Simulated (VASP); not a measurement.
AlN:

```
Al N
1.0
     3.10669    0.00000    0.00000
    -1.55335    2.69048    0.00000
     0.00000    0.00000    4.97859
Al N
2 2
Cartesian
  0.0000 1.7937 -0.0040
  1.5533 0.8968 2.4853
  0.0000 1.7937 1.8958
  1.5533 0.8968 4.3851
```

Base run:

| Property | Result |
| --- | --- |
| Program | VASP 6.6.1 |
| Functional | r2SCAN0 |
| Potentials or basis | VASP PAW PBE potentials, release 64 (Al, N) |
| Cutoff | 520 eV |
| k mesh | 6 × 6 × 4 |
| Occupations | gaussian, width 0.01 eV |
| Spin | no spin polarisation |

Its results: band gap on the k mesh 6.76 eV; pressure -3.4 GPa.

**Question.** The run is repeated on the same cell with these changes: functional from r2SCAN0 to PBE0. What comes out?

**Answer.** Band gap on the k mesh 6.33 eV; pressure -0.8 GPa.

Caveats: the PAW data sets were made with another functional, which shifts forces and pressure a little; the cell stands under tension (at least some runs).

